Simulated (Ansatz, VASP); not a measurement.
# One calculation of C, two programs

```
C
1.0
     2.52210    0.00000    0.00000
    -1.26105    2.18420    0.00000
     0.00000    0.00000   12.35570
C
12
Direct
  0.66667 0.33333 0.35417
  0.33333 0.66667 0.85417
  0.66667 0.33333 0.14583
  0.33333 0.66667 0.64583
  0.66667 0.33333 0.47917
  0.33333 0.66667 0.97917
  0.66667 0.33333 0.02083
  0.33333 0.66667 0.52083
  0.00000 0.00000 0.81250
  0.00000 0.00000 0.31250
  0.00000 0.00000 0.68750
  0.00000 0.00000 0.18750
```

Alike in both runs: task relaxation of cell and atoms; functional PBEsol; dispersion D3(BJ); k mesh 12 × 12 × 3; occupations fermi-dirac, width 0.05 eV; no spin polarisation.

|  | VASP | Ansatz |
| --- | --- | --- |
| version | VASP 6.6.1 | Ansatz 0.2.0 |
| potentials or method | VASP PAW PBE potentials, release 64 (C) | Ansatz PAW |
| plane-wave cutoff (eV) | 600 | 420 |
| valence electrons in the cell | 48 | 48 |

```csv
,VASP,Ansatz,Ansatz less VASP
relaxed volume (Å³/atom),5.57,5.57,-0.005
relaxed length of the cell vector where the two differ most in proportion (Å),12.338,12.334,-0.0041
```

VASP's potentials were made for PBE, not for PBEsol.

Noted on Ansatz's run: Pulay correction over one GPa; odd divisions of the mesh miss points on the zone boundary, where band edges often lie, so the gap on the mesh can be too wide; the plane-wave basis is chosen anew once the cell has moved, so the energies of steps on either side of that aren't comparable.
